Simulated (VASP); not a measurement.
Ga, 1 atom in the cell. The typed cell holds 1 atom: a = 2.769 Å, b = 2.769 Å, c = 2.770 Å, α = 90.00°, β = 90.00°, γ = 90.00°. This isn't the form of Ga at room conditions, which is orthorhombic.

| Quantity | Value |
| --- | --- |
| Program | VASP 6.6.1 |
| Task | single point |
| Functional | PBE |
| Potentials or basis | VASP PAW PBE potentials, release 64 (Ga_d) |
| Cutoff | 520 eV |
| k mesh | 20 × 20 × 20 |
| Occupations | gaussian, width 0.1 eV |
| Spin | no spin polarisation |
| Dipole correction | no |
| Further INCAR settings | ALGO = Fast; EDIFF = 1e-07; NBANDS = 12 |

Potentials or basis: VASP PAW PBE potentials, release 64 (Ga_d).

The run is started by

```console
$ cat potpaw_PBE.64/Ga_d/POTCAR > POTCAR
$ mpirun -np 1 vasp_std > vasp.out
```

Hardware: 1 thread of Intel Xeon 8259CL, on a shared host.

Q: Estimate the wall time of this run.

A: It took 3.3 min on 1 thread of Intel Xeon 8259CL, on a shared host, peak memory 0.29 GiB. Counts: scf iterations 13, k points 726.
